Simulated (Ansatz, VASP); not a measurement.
One calculation of Ti3Al, two programs

Contents of INCAR:

```
PREC = Accurate
ENCUT = 520
EDIFF = 1E-6
ISMEAR = 0
SIGMA = 0.1
LREAL = False
LASPH = True
NELM = 150
ALGO = Normal
ISIF = 2
LWAVE = False
LCHARG = False
ISPIN = 2
MAGMOM = 0.22 0.22 0.96 0
LORBIT = 11
LMAXMIX = 4
GGA = PS
NBANDS = 32
```

File KPOINTS:

```
regular mesh
0
Gamma
  12 12 12
```

File POSCAR:

```
Ti3Al
1.0
    0.0000000000      3.0583837022      3.0583837022
    3.0583837022      0.0000000000      3.0583837022
    3.0583837022      3.0583837022      0.0000000000
Ti Al
3 1
Direct
    0.7500000000      0.7500000000      0.7500000000
    0.2500000000      0.2500000000      0.2500000000
    0.0000000000      0.0000000000      0.0000000000
    0.5000000000      0.5000000000      0.5000000000
```

Input for Ansatz:

```yaml
crystal:
  lattice:
    - [0.0, 3.0583837022, 3.0583837022]
    - [3.0583837022, 0.0, 3.0583837022]
    - [3.0583837022, 3.0583837022, 0.0]
  atoms:
    - { symbol: Ti, position: [0.75, 0.75, 0.75], spin: 0.22 }
    - { symbol: Ti, position: [0.25, 0.25, 0.25], spin: 0.22 }
    - { symbol: Ti, position: [0.0, 0.0, 0.0], spin: 0.96 }
    - { symbol: Al, position: [0.5, 0.5, 0.5] }
basis:
  ecutwfc: 420
kpoints:
  mp_grid: { grid: [12, 12, 12] }
hamiltonian:
  xc: pbesol
scf:
  occupations: { method: gaussian, width: 0.1 }
output:
  forces: true
  stress: true
  eigenvalues: true
  populations: true
magnetization:
  spin_polarized: true
```

Alike in both runs: task single point; functional PBEsol; k mesh 12 × 12 × 12; occupations gaussian, width 0.1 eV; collinear spin.

|  | VASP | Ansatz |
| --- | --- | --- |
| version | VASP 6.6.1 | Ansatz 0.2.0 |
| potentials or method | VASP PAW PBE potentials, release 64 (Ti_sv, Al), cutoff 520 eV | scalar-relativistic, plane waves, PAW |
| valence electrons in the cell | 39 | 39 |

Ansatz gave:

- gap on the k mesh at the Fermi level (eV): none
- pressure (GPa): 18.7
- net moment per atom (μB): 0.29
- size of the moment on the site where the two differ most (μB): 0.61

Problem. Which values does VASP return?

Solution. gap on the k mesh at the Fermi level (eV): none; pressure (GPa): 18.4; net moment per atom (μB): 0.29; size of the moment on the site where the two differ most (μB): 0.64.

VASP's potentials were made for PBE, not for PBEsol. Site moments also hang on the region over which each program counts them. A gap of «none» marks a metal or a gap that the smearing closes. With one functional, cell and mesh, what is left measures potentials, basis and numerics.
